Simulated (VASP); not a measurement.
Sb:

```xyz
2
Lattice="-3.0415 3.0415 1.6592 3.0415 -3.0415 1.6592 3.0415 3.0415 -1.6592" Properties=species:S:1:pos:R:3 pbc="T T T"
Sb    0.0000    0.0000    0.0000
Sb    0.0000    3.0415    0.8296
```

```yaml
Program: VASP 6.6.1
Task: relaxation of cell and atoms
Functional: PBEsol
Potentials_or_basis: VASP PAW PBE potentials, release 64 (Sb)
Cutoff: 600 eV
k_mesh: 6 × 6 × 6
Occupations: gaussian, width 0.1 eV
Spin: no spin polarisation
```

At the start: pressure -4.1 GPa; volume 30.70 Å³/atom.

Q: Where does the relaxation end?

A: Over 5 steps the energy falls by 32.2 meV/atom and the volume is 28.37 Å³/atom (-7.6 %); space group I4_1/amd (No. 141, to 0.1 Å) before and after.

Step by step:
```
step  energy change (eV)  largest force (eV/Å)  pressure (GPa)  volume (Å³)
   1              0.0000                0.0000           -4.14        61.39
   2             -0.0454                0.0000            2.67        54.61
   3             -0.0632                0.0000            0.00        56.82
   4             -0.0638                0.0000            0.00        56.79
   5             -0.0644                0.0000           -0.01        56.74
```

Final structure:
```xyz
2
Lattice="-2.9747 2.9747 1.6031 2.9747 -2.9747 1.6031 2.9747 2.9747 -1.6031" Properties=species:S:1:pos:R:3 pbc="T T T"
Sb    0.0000    0.0000    0.0000
Sb    0.0000    2.9747    0.8015
```

Caveat: the PAW data sets were made with another functional, which shifts forces and pressure a little.
